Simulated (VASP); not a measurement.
Input of a VASP 6.6.1 run:

The input INCAR:

```
SYSTEM = In3Sb
PREC     = Accurate       ! precision mode
ENCUT    = 520            ! plane-wave cutoff, eV
EDIFF    = 1E-7           ! SCF threshold, eV
ISMEAR   = 0              ! smearing method
SIGMA    = 0.15           ! smearing width, eV
LREAL    = .FALSE.        ! projectors in reciprocal space
LASPH    = .TRUE.         ! aspherical terms in the spheres
NELM     = 80             ! most SCF steps
ALGO     = Fast           ! electronic algorithm
ISIF     = 2              ! what is computed and relaxed
LWAVE    = .FALSE.        ! write WAVECAR
LCHARG   = .FALSE.        ! write CHGCAR
GGA      = PS             ! functional
IVDW     = 12             ! dispersion correction
NBANDS   = 30             ! bands
```

The input KPOINTS:

```
regular mesh
0
G
  10 10 10
  0 0 0
```

The input POSCAR:

```
In3Sb
1.0
    4.6402381084      0.0000000000      0.0000000000
    0.0000000000      4.4082262030      0.0000000000
    0.0000000000      0.0000000000      4.6402381084
In Sb
3 1
Direct
    0.5000000000      0.5000000000      0.0000000000
    0.5000000000      0.0000000000      0.5000000000
    0.0000000000      0.5000000000      0.5000000000
    0.0000000000      0.0000000000      0.0000000000
```

Potentials or basis: VASP PAW PBE potentials, release 64 (In_d, Sb).

The run is started by

```console
$ cat potpaw_PBE.64/In_d/POTCAR potpaw_PBE.64/Sb/POTCAR > POTCAR
$ mpirun -np 1 vasp_std > vasp.out
```

(1) Estimate the pressure.

(2) Estimate the band gap on the k mesh.

(3) What does it give for the dispersion energy per atom?

Answers

(1) 3.1 GPa.

(2) zero (band 22 reaches 9.99 eV, above the bottom of band 23 at 5.00 eV).

(3) -0.439 eV.

Caveat: the cell differs from its parent crystal (strain -0.0500 x Voigt [0, 1, 0, 0, 0, 0]); the PAW data sets were made with another functional, which shifts forces and pressure a little; spin-orbit coupling is left out, which moves the levels of the heavy elements; pairwise dispersion overbinds metals, which lowers pressure and volume.
